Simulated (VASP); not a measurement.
MnO2:

```
Mn O
1.0
     2.85496    0.00000    0.00000
    -1.42748    2.47246    0.00000
     0.00000    0.00000   10.22174
Mn O
2 4
Cartesian
  0.0000 0.0000 5.1109
  0.0000 0.0000 0.0000
  1.4275 0.8242 4.1588
  1.4275 0.8242 0.9521
  0.0000 1.6483 6.0630
  0.0000 1.6483 9.2697
```

Base run:

| Property | Result |
| --- | --- |
| Program | VASP 6.6.1 |
| Functional | PBE |
| Dispersion | D2 |
| Potentials or basis | VASP PAW PBE potentials, release 64 (Mn_pv, O) |
| Cutoff | 520 eV |
| k mesh | 8 × 8 × 2 |
| Occupations | gaussian, width 0.02 eV |
| Spin | collinear spin, ferromagnetic start |
| Starting moments | [4.0, 4.0, 0.0, 0.0, 0.0, 0.0] μB |

Its results: band gap on the k mesh 0.87 eV (least direct gap 0.92 eV); pressure 3.6 GPa; net moment 6.00 μB per cell; site moments Mn +2.83; O +0.04 μB; largest force 0.351 eV/Å.

The run is repeated on the same cell with these changes: dispersion from D2 to TS. What comes out?

Band gap on the k mesh 0.87 eV (least direct gap 0.92 eV); pressure 2.1 GPa; net moment 6.00 μB per cell; site moments Mn +2.83; O +0.04 μB; largest force 0.343 eV/Å.

Caveats: only a ferromagnetic start was run, and an antiferromagnetic order may lie lower in energy; the cell stands under pressure (at least some runs).

A k mesh can miss the band edges.
